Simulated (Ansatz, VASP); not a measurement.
# AlN in VASP and in Ansatz

```xyz
4
Lattice="3.1130 0.0000 0.0000 -1.5565 2.6959 0.0000 0.0000 0.0000 4.9810" Properties=species:S:1:pos:R:3 pbc="T T T"
Al    0.0000    1.7973    0.0000
Al    1.5565    0.8986    2.4905
N     0.0000    1.7973    1.8928
N     1.5565    0.8986    4.3833
```

Alike in both runs: task single point; functional b88 exchange, lda correlation; k mesh 9 × 9 × 5; no spin polarisation.

|  | VASP | Ansatz |
| --- | --- | --- |
| version | VASP 6.6.1 | Ansatz 0.2.0 |
| potentials or method | VASP PAW PBE potentials, release 64 (Al, N), cutoff 600 eV | plane waves, PAW |
| occupations | gaussian, width 0.01 eV | fixed |
| valence electrons in the cell | 16 | 16 |

Ansatz gave:

| Item | Value |
| --- | --- |
| gap on the k mesh at the Fermi level (eV) | 4.68 |

Task: What did VASP give for the same quantities?

Result: gap on the k mesh at the Fermi level (eV): 4.66.

VASP's potentials were made for PBE, not for b88 exchange, lda correlation.
